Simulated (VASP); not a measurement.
# TaN (P-6m2) in VASP: further runs

Aim: see how the results for TaN move with the level of theory and the settings. Levels: PBEsol+D3(BJ), BLYP+D3(BJ), r2SCAN. Tasks: relaxation of cell and atoms.

Everything below comes from runs of VASP 6.6.1. Logs are shortened: lines on timing, memory, paths and dates and some standing lists are left out, and cuts for length are marked.

## 1. The cell of the first run

Symmetry: P-6m2, No. 187, hexagonal system. The conventional cell has a = 2.938 Å, b = 2.938 Å, c = 2.883 Å, α = 90.00°, β = 90.00°, γ = 120.00°. Within 3.0 Å of Ta (site symmetry -6m2) lie 6 N at 2.23 Å and 8 Ta at 2.88 to 2.94 Å. Within 3.0 Å of N (site symmetry -6m2) lie 6 Ta at 2.23 Å and 8 N at 2.88 to 2.94 Å.

## 2. Relaxation of cell and atoms, PBEsol+D3(BJ)

Contents of INCAR:

```
SYSTEM = TaN
PREC = Accurate
ENCUT = 600
EDIFF = 1E-7
ISMEAR = -1
SIGMA = 0.1
LREAL = .FALSE.
LASPH = .TRUE.
NELM = 60
ALGO = Normal
ISIF = 3
LWAVE = .FALSE.
LCHARG = .FALSE.
GGA = PS
IVDW = 12
IBRION = 2
NSW = 50
EDIFFG = -0.005
```

Contents of KPOINTS:

```
Automatic mesh
0
G
  13 13 12
  0 0 0
```

Contents of POSCAR:

```
TaN
1.0
    2.9380000000      0.0000000000      0.0000000000
   -1.4690000000      2.5443826400      0.0000000000
    0.0000000000      0.0000000000      2.8830000000
Ta N
1 1
Direct
    0.3333333327      0.6666666654      0.5000000000
    0.0000000000      0.0000000000      0.0000000000
```

Potentials or basis: VASP PAW PBE potentials, release 64 (Ta_pv, N).

Command:

```console
$ cat potpaw_PBE.64/Ta_pv/POTCAR potpaw_PBE.64/N/POTCAR > POTCAR
$ mpirun -np 1 vasp_std > vasp.out
```

OUTCAR:

```text
SYSTEM = TaN
   PREC = Accurate
   ENCUT = 600
   EDIFF = 1E-7
   ISMEAR = -1
   LREAL = .FALSE.
   LASPH = .TRUE.
   NELM = 60
   ISIF = 3
   GGA = PS
   IVDW = 12
   IBRION = 2
   NSW = 50
   EDIFFG = -0.005
 IVDW          = 12

 ion  position               nearest neighbor table
   1  0.333  0.667  0.500-   2 2.23   2 2.23   2 2.23   2 2.23   2 2.23   2 2.23
   2  0.000  0.000  0.000-   1 2.23   1 2.23   1 2.23   1 2.23   1 2.23   1 2.23

  LATTYP: Found a hexagonal cell.
 ALAT       =     2.9380000000
 C/A-ratio  =     0.9812797822

  Lattice vectors:

 A1 = (   2.9380000000,   0.0000000000,   0.0000000000)
 A2 = (  -1.4690000000,   2.5443826400,   0.0000000000)
 A3 = (   0.0000000000,   0.0000000000,   2.8830000000)

Analysis of symmetry for initial positions (statically):
=====================================================================
 Subroutine PRICEL returns:
 Original cell was already a primitive cell.

 Routine SETGRP: Setting up the symmetry group for a
 hexagonal supercell.

 Subroutine GETGRP returns: Found 12 space group operations
 (whereof 12 operations were pure point group operations)
 out of a pool of 24 trial point group operations.

The static configuration has the point symmetry D_3h.

Analysis of symmetry for dynamics (positions and initial velocities):
=====================================================================
 Subroutine PRICEL returns:
 Original cell was already a primitive cell.

 Routine SETGRP: Setting up the symmetry group for a
 hexagonal supercell.

 Subroutine GETGRP returns: Found 12 space group operations
 (whereof 12 operations were pure point group operations)
 out of a pool of 24 trial point group operations.

The dynamic configuration has the point symmetry D_3h.

 Subroutine INISYM returns: Found 12 space group operations
 (whereof 12 operations are pure point group operations),
 and found     1 'primitive' translations

----------------------------------------------------------------------------------------

                                     Primitive cell

  volume of cell :      21.5516

  direct lattice vectors                    reciprocal lattice vectors
     2.938000000  0.000000000  0.000000000     0.340367597  0.196511323  0.000000000
    -1.469000000  2.544382640  0.000000000     0.000000000  0.393022647  0.000000000
     0.000000000  0.000000000  2.883000000     0.000000000  0.000000000  0.346860909

  length of vectors
     2.938000000  2.938000003  2.883000000     0.393022647  0.393022647  0.346860909

  position of ions in fractional coordinates (direct lattice)
     0.333333333  0.666666665  0.500000000
     0.000000000  0.000000000  0.000000000

  ion indices of the primitive-cell ions
   primitive index   ion index
                 1           1
                 2           2

----------------------------------------------------------------------------------------

 KPOINTS: Automatic mesh

Automatic generation of k-mesh.
 Grid dimensions read from file:
 generate k-points for:   13   13   12

 Generating k-lattice:

  Cartesian coordinates                     Fractional coordinates (reciprocal lattice)
     0.026182123  0.015116256  0.000000000     0.076923077  0.000000000  0.000000000
     0.000000000  0.030232511  0.000000000     0.000000000  0.076923077  0.000000000
     0.000000000  0.000000000  0.028905076     0.000000000  0.000000000  0.083333333

  Length of vectors
     0.030232511  0.030232511  0.028905076

  Shift w.r.t. Gamma in fractional coordinates (k-lattice)
     0.000000000  0.000000000  0.000000000

 Subroutine IBZKPT returns following result:
 ===========================================

 Found    147 irreducible k-points:

 Following reciprocal coordinates:
            Coordinates               Weight
  0.000000  0.000000  0.000000      1.000000
  0.076923 -0.000000  0.000000      6.000000
  0.153846  0.000000  0.000000      6.000000
  0.230769  0.000000  0.000000      6.000000
  0.307692  0.000000  0.000000      6.000000
  0.384615  0.000000  0.000000      6.000000
[... 16 lines left out ...]
  0.076923 -0.000000  0.083333     12.000000
  0.153846  0.000000  0.083333     12.000000
 [... further k-points ...]
   k-points           NKPTS =    147   k-points in BZ     NKDIM =    147   number of bands    NBANDS=     12
   number of dos      NEDOS =    301   number of ions     NIONS =      2
   total plane-waves  NPLWV =  13824
   dimension x,y,z NGX =    24 NGY =   24 NGZ =   24
   dimension x,y,z NGXF=    48 NGYF=   48 NGZF=   48
   ions per type =               1   1
   NGX,Y,Z   is equivalent  to a cutoff of  13.58, 13.58, 13.84 a.u.
   NGXF,Y,Z  is equivalent  to a cutoff of  27.16, 27.16, 27.68 a.u.
 SYSTEM =  TaN
   PREC   = accura    normal or accurate (medium, high low for compatibility)
   ISTART =      0    job   : 0-new  1-cont  2-samecut
   ICHARG =      2    charge: 1-file 2-atom 10-const
   ISPIN  =      1    spin polarized calculation?
   LNONCOLLINEAR =      F non collinear calculations
   LSORBIT =      F    spin-orbit coupling
   LASPH  =      T    aspherical Exc in radial PAW
   ENCUT  =  600.0 eV  44.10 Ry    6.64 a.u.   5.87  5.87  5.76*2*pi/ulx,y,z
   NELM   =     60;   NELMIN=  2; NELMDL= -5     # of ELM steps
   EDIFF  = 0.1E-06   stopping-criterion for ELM
   LREAL  =      F    real-space projection
   EDIFFG = -.5E-02   stopping-criterion for IOM
   NSW    =     50    number of steps for IOM
   IBRION =      2    ionic relax: 0-MD 1-quasi-New 2-CG
   NFREE  =      1    steps in history (QN), initial steepest desc. (CG)
   ISIF   =      3    stress and relaxation
   ISYM   =      2    0-nonsym 1-usesym 2-fastsym
   POTIM  = 0.5000    time-step for ionic-motion
   TEBEG  =    0.0;   TEEND  =   0.0 temperature during run
   PSTRESS=    0.0 pullay stress
   NELECT =      16.0000    total number of electrons
   NUPDOWN=      -1.0000    fix difference up-down
   EMIN   =  10.00;   EMAX   =-10.00  energy-range for DOS
   EFERMI =   0.00;   METHOD = LEGACY
   ISMEAR =    -1;   SIGMA  =   0.10  broadening in eV -4-tet -1-fermi 0-gaus
   EFERMI_NEDOS =   21; number of points for ismear=-14 and -15
   IALGO  =     38    algorithm
   IMIX   =      4    mixing-type and parameters
     AMIX     =   0.40;   BMIX     =  1.00
     AMIX_MAG =   1.60;   BMIX_MAG =  1.00
  volume/ion in A,a.u.               =      10.78        72.72
  Fermi-wavevector in a.u.,A,eV,Ry     =   1.482365  2.801264 29.897531  2.197407
  Thomas-Fermi vector in A             =   2.596160
   LORBIT       =      0    0 simple, 1 ext, 2 COOP (PROOUT), +10 PAW based schemes
   GGA     = PS    functional components
   LHFCALC =     F    Hartree Fock is set to
   AEXX    =    0.0000 exact exchange contribution
   IVDW    =    12    specifies the selected vdW correction
   LEPSILON=     F    determine dielectric tensor
   LRPA    =     F    only Hartree local field effects (RPA)
 conjugate gradient relaxation of ions
 non-spin polarized calculation
  energy-cutoff  :      600.00
  volume of cell :       21.55
 maximum number of plane-waves:       734
 NGX is ok and might be reduce to    24
   NGX = 11   NGY = 11   NGZ = 11

--------------------------------------- Ionic step        1  -------------------------------------------

 number of electron      16.0000001 magnetization

 Free energy of the ion-electron system (eV)
  ---------------------------------------------------
  ext. energy  EPLUGINS =         0.00000000
  ---------------------------------------------------
  free energy    TOTEN  =       -23.80632649 eV

  energy without entropy =      -23.80330169  energy(sigma->0) =      -23.80481409

------------------------ aborting loop because EDIFF is reached ----------------------------------------

 Edisp (eV)   -0.91845

 E8    (eV) :    -0.6376

  FORCE on cell =-STRESS in cart. coord.  units (eV):
  Direction    XX          YY          ZZ          XY          YZ          ZX
  --------------------------------------------------------------------------------------
  -------------------------------------------------------------------------------------
  Total      -1.48902    -1.48902    -1.51069     0.00000     0.00000     0.00000
  in kB    -110.69642  -110.69642  -112.30698     0.00000     0.00000     0.00000
  external pressure =     -111.23 kB  Pullay stress =        0.00 kB
[... 97 lines left out ...]
  FREE ENERGIE OF THE ION-ELECTRON SYSTEM (eV)
  ---------------------------------------------------
  free  energy   TOTEN  =       -24.7483491352 eV

  energy  without entropy=      -24.7452574244  energy(sigma->0) =      -24.74680328

[... ionic steps 4 to 7 ...]

--------------------------------------- Ionic step        8  -------------------------------------------

 number of electron      15.9999999 magnetization

------------------------ aborting loop because EDIFF is reached ----------------------------------------

 Edisp (eV)   -0.94855

 E8    (eV) :    -0.6585
[... 69 lines left out ...]
  energy  without entropy=      -24.7454005385  energy(sigma->0) =      -24.74692764

--------------------------------------- Ionic step       10  -------------------------------------------

 number of electron      15.9999999 magnetization

 Free energy of the ion-electron system (eV)
  ---------------------------------------------------
  ext. energy  EPLUGINS =         0.00000000
  ---------------------------------------------------
  free energy    TOTEN  =       -23.80042347 eV

  energy without entropy =      -23.79736542  energy(sigma->0) =      -23.79889445

 E-fermi :   8.4161     XC(G=0): -13.6772

 val. band max:        8.3647828052   @ k =   0.0000   0.0000   0.4167
 cond. band min:       8.5252154558   @ k =   0.0769  -0.0000   0.5000
 fundamental gap:      0.1604326507
 Fermi energy:         8.4161416945

 k-point     1 :       0.0000    0.0000    0.0000
  band No.  band energies     occupation
      1     -26.2699      2.00000
      2     -25.9797      2.00000
      3     -25.9797      2.00000
      4      -9.5529      2.00000
      5       3.7336      2.00000
      6       3.7336      2.00000
      7       4.0433      2.00000
      8       5.4665      2.00000
      9      10.8908      0.00000
     10      12.1577      0.00000
     11      12.1577      0.00000
     12      12.5811      0.00000
[... 331 lines left out ...]
 k-point    24 :       0.1538    0.0000    0.0833
  band No.  band energies     occupation
      1     -26.3123      2.00000
      2     -26.2385      2.00000
      3     -26.0312      2.00000
      4      -8.9211      2.00000
      5       2.6005      2.00000
      6       3.8188      2.00000
      7       4.1194      2.00000
      8       5.5333      2.00000
      9      11.0200      0.00000
     10      11.2014      0.00000
     11      12.4187      0.00000
     12      13.2659      0.00000

 [... further k-points ...]

------------------------ aborting loop because EDIFF is reached ----------------------------------------

 Edisp (eV)   -0.94806

 E8    (eV) :    -0.6582

  FORCE on cell =-STRESS in cart. coord.  units (eV):
  Direction    XX          YY          ZZ          XY          YZ          ZX
  --------------------------------------------------------------------------------------
  -------------------------------------------------------------------------------------
  Total       0.00164     0.00164     0.00141     0.00000    -0.00000    -0.00000
  in kB       0.12568     0.12568     0.10809     0.00000    -0.00000    -0.00000
  external pressure =        0.12 kB  Pullay stress =        0.00 kB
[... 17 lines left out ...]
  FREE ENERGIE OF THE ION-ELECTRON SYSTEM (eV)
  ---------------------------------------------------
  free  energy   TOTEN  =       -24.7484810646 eV

  energy  without entropy=      -24.7454230218  energy(sigma->0) =      -24.74695204

 reached required accuracy - stopping structural energy minimisation
```

Run time: 82 s. Hardware: 1 thread of Intel Xeon 6975P-C (Granite Rapids), shared host; peak memory 0.2 GiB.

Results:

* Free energy: -24.7485 eV
* Relaxed volume: 10.44 Å³/atom
* Relaxed cell: a = 2.906 Å, b = 2.906 Å, c = 2.856 Å, α = 90.00°, β = 90.00°, γ = 120.00°
* Space group after relaxing (to 0.1 Å): P-6m2 (No. 187)
* Energy gained by relaxing: 11.9 meV/atom
* Ionic steps: 10
* Pressure after relaxing: 0.0 GPa
* Band gap on the k mesh: zero (bands 8 and 9 overlap by 0.33 eV)
* Dispersion energy per atom: -0.474 eV

The path:
```csv
step,energy change (eV),largest force (eV/Å),pressure (GPa),volume (Å³)
1,0.0000,0.0000,-11.12,21.55
2,0.1426,0.0000,35.92,19.30
3,-0.0236,0.0000,-0.36,20.91
4,-0.0236,0.0000,-0.04,20.89
5,-0.0236,0.0000,0.20,20.88
6,-0.0236,0.0000,0.23,20.87
7,-0.0237,0.0000,0.21,20.88
8,-0.0237,0.0000,0.21,20.88
9,-0.0237,0.0000,-0.38,20.91
10,-0.0237,0.0000,0.01,20.89
```

Final structure:
```
Ta N
1.0
     2.90576    0.00000    0.00000
    -1.45288    2.51646    0.00000
     0.00000    0.00000    2.85647
Ta N
1 1
Direct
  0.33333 0.66667 0.50000
  0.00000 0.00000 0.00000
```

Levels at points of the mesh, in eV from the Fermi level:
```
           k point  band 5  band 6  band 7  band 8  band 9  band 10  band 11  band 12
(0.00, 0.00, 0.00)   -4.68   -4.68   -4.37   -2.95    2.47     3.74     3.74     4.16
(0.00, 0.00, 0.50)   -9.57   -3.84   -3.84   -0.11   -0.11     2.52     3.41     3.41
```

Caveat: the PAW data sets were made with another functional, which shifts forces and pressure a little; spin-orbit coupling is left out, which moves the levels of the heavy elements.

## 3. Relaxation of cell and atoms, BLYP+D3(BJ)

Edit INCAR of step 2 so:

```diff
@@ -3,3 +3,3 @@
 ENCUT = 600
-EDIFF = 1E-7
+EDIFF = 1E-6
 ISMEAR = -1
@@ -13,4 +13,12 @@
 LCHARG = .FALSE.
-GGA = PS
+GGA = B5
+ALDAX = 1.0
+AGGAX = 1.0
+AGGAC = 1.0
+ALDAC = 0.0
 IVDW = 12
+VDW_S6 = 1.0
+VDW_S8 = 2.6996
+VDW_A1 = 0.4298
+VDW_A2 = 4.2359
 IBRION = 2
```

KPOINTS is that of step 2.

POSCAR is that of step 2.

Potentials or basis: VASP PAW PBE potentials, release 64 (Ta_pv, N).

Command:

```console
$ cat potpaw_PBE.64/Ta_pv/POTCAR potpaw_PBE.64/N/POTCAR > POTCAR
$ mpirun -np 1 vasp_std > vasp.out
```

OUTCAR:

```text
SYSTEM = TaN
   PREC = Accurate
   ENCUT = 600
   EDIFF = 1E-6
   ISMEAR = -1
   LREAL = .FALSE.
   LASPH = .TRUE.
   NELM = 60
   ISIF = 3
   GGA = B5
   IVDW = 12
   IBRION = 2
   NSW = 50
   EDIFFG = -0.005
 IVDW          = 12

 ion  position               nearest neighbor table
   1  0.333  0.667  0.500-   2 2.23   2 2.23   2 2.23   2 2.23   2 2.23   2 2.23
   2  0.000  0.000  0.000-   1 2.23   1 2.23   1 2.23   1 2.23   1 2.23   1 2.23

  LATTYP: Found a hexagonal cell.
 ALAT       =     2.9380000000
 C/A-ratio  =     0.9812797822

  Lattice vectors:

 A1 = (   2.9380000000,   0.0000000000,   0.0000000000)
 A2 = (  -1.4690000000,   2.5443826400,   0.0000000000)
 A3 = (   0.0000000000,   0.0000000000,   2.8830000000)

Analysis of symmetry for initial positions (statically):
=====================================================================
 Subroutine PRICEL returns:
 Original cell was already a primitive cell.

 Routine SETGRP: Setting up the symmetry group for a
 hexagonal supercell.

 Subroutine GETGRP returns: Found 12 space group operations
 (whereof 12 operations were pure point group operations)
 out of a pool of 24 trial point group operations.

The static configuration has the point symmetry D_3h.

Analysis of symmetry for dynamics (positions and initial velocities):
=====================================================================
 Subroutine PRICEL returns:
 Original cell was already a primitive cell.

[... 154 lines left out ...]
  free energy    TOTEN  =       -20.43382528 eV

  energy without entropy =      -20.43074553  energy(sigma->0) =      -20.43228540

------------------------ aborting loop because EDIFF is reached ----------------------------------------

 Edisp (eV)   -2.17088

 E8    (eV) :    -1.6361
[... 151 lines left out ...]
--------------------------------------- Ionic step        5  -------------------------------------------

 number of electron      16.0000001 magnetization

 Free energy of the ion-electron system (eV)
  ---------------------------------------------------
  ext. energy  EPLUGINS =         0.00000000
  ---------------------------------------------------
  free energy    TOTEN  =       -20.44100505 eV

  energy without entropy =      -20.43800677  energy(sigma->0) =      -20.43950591

 E-fermi :   8.7035     XC(G=0): -12.6371

 val. band max:        8.6705033836   @ k =   0.0000   0.0000   0.4167
 cond. band min:       8.8142879336   @ k =   0.0769  -0.0000   0.5000
 fundamental gap:      0.1437845500
 Fermi energy:         8.7034647519

 k-point     1 :       0.0000    0.0000    0.0000
  band No.  band energies     occupation
      1     -26.0688      2.00000
      2     -25.7909      2.00000
      3     -25.7909      2.00000
      4      -8.8972      2.00000
      5       4.2078      2.00000
      6       4.2078      2.00000
      7       4.5720      2.00000
      8       5.7901      2.00000
      9      11.1634      0.00000
     10      12.2025      0.00000
     11      12.2025      0.00000
     12      12.6257      0.00000
[... 331 lines left out ...]
 k-point    24 :       0.1538    0.0000    0.0833
  band No.  band energies     occupation
      1     -26.1031      2.00000
      2     -26.0209      2.00000
      3     -25.8372      2.00000
      4      -8.3233      2.00000
      5       3.1501      2.00000
      6       4.2775      2.00000
      7       4.5681      2.00000
      8       5.9343      2.00000
      9      11.1837      0.00000
     10      11.3483      0.00000
     11      12.5370      0.00000
     12      13.2477      0.00000

 [... further k-points ...]

------------------------ aborting loop because EDIFF is reached ----------------------------------------

 Edisp (eV)   -2.16452

 E8    (eV) :    -1.6313
[... 25 lines left out ...]
  FREE ENERGIE OF THE ION-ELECTRON SYSTEM (eV)
  ---------------------------------------------------
  free  energy   TOTEN  =       -22.6055254050 eV

  energy  without entropy=      -22.6025271281  energy(sigma->0) =      -22.60402627

 reached required accuracy - stopping structural energy minimisation
```

Run time: 54 s. Hardware: 1 thread of Intel Xeon 6975P-C (Granite Rapids), shared host; peak memory 0.19 GiB.

Results:

```yaml
Free_energy: -22.6055 eV
Relaxed_volume: 10.81 Å³/atom
Relaxed_cell: a = 2.936 Å, b = 2.936 Å, c = 2.895 Å, α = 90.00°, β = 90.00°, γ = 120.00°
Space_group_after_relaxing_to_0.1_Å: P-6m2 (No. 187)
Energy_gained_by_relaxing: 0.4 meV/atom
Ionic_steps: 5
Pressure_after_relaxing: 0.0 GPa
Band_gap_on_the_k_mesh: zero (bands 8 and 9 overlap by 0.33 eV)
Dispersion_energy_per_atom: -1.082 eV
```

Step by step:
```tsv
step	energy change (eV)	largest force (eV/Å)	pressure (GPa)	volume (Å³)
1	0.0000	0.0000	1.16	21.55
2	0.0017	0.0000	-2.94	21.80
3	-0.0008	0.0000	-0.36	21.64
4	-0.0007	0.0000	0.42	21.59
5	-0.0008	0.0000	0.01	21.62
```

Final structure:
```
Ta N
1.0
     2.93645    0.00000    0.00000
    -1.46822    2.54304    0.00000
     0.00000    0.00000    2.89464
Ta N
1 1
Direct
  0.33333 0.66667 0.50000
  0.00000 0.00000 0.00000
```

Levels at points of the mesh, in eV from the Fermi level:
```csv
k point,band 6,band 7,band 8,band 9,band 10,band 11
"(0.00, 0.00, 0.00)",-4.50,-4.13,-2.91,2.46,3.50,3.50
"(0.00, 0.00, 0.50)",-3.70,-3.70,-0.10,-0.10,2.24,3.38
```

Caveat: the PAW data sets were made with another functional, which shifts forces and pressure a little; spin-orbit coupling is left out, which moves the levels of the heavy elements.

(Part 1 of 2 ends here.)
